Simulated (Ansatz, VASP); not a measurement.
## Sr2BiC3 in VASP and in Ansatz

```
Sr Bi C
1.0
     6.04607    0.00000    0.00000
    -3.02303    5.23605    0.00000
     0.00000    0.00000    3.68156
Sr Bi C
2 1 3
Direct
  0.33333 0.66667 0.00000
  0.66667 0.33333 0.00000
  0.00000 0.00000 0.00000
  0.50000 0.00000 0.50000
  0.50000 0.50000 0.50000
  0.00000 0.50000 0.50000
```

Alike in both runs: task relaxation of cell and atoms; functional PBE; k mesh 3 × 3 × 6; occupations gaussian, width 0.1 eV; no spin polarisation.

```csv
,VASP,Ansatz
version,VASP 6.6.1,Ansatz 0.2.0
potentials or method,"VASP PAW PBE potentials, release 64 (Sr_sv, Bi_d, C), cutoff 600 eV","scalar-relativistic, plane waves, PAW"
valence electrons in the cell,47,47
```

VASP gave:

| Property | Result |
| --- | --- |
| gap on the k mesh at the Fermi level, each at its own relaxed structure (eV) | none |
| relaxed volume (Å³/atom) | 21.30 |
| relaxed cell length with the largest relative difference (Å) | 5.897 |

**Question.** Estimate Ansatz's values.

**Answer.** gap on the k mesh at the Fermi level, each at its own relaxed structure (eV): none; relaxed volume (Å³/atom): 21.19; relaxed cell length with the largest relative difference (Å): 5.884.

A gap of «none» marks a metal or a gap that the smearing closes.

The k mesh is coarse, so the values compare programs but aren't converged. Spin-orbit coupling is off throughout.
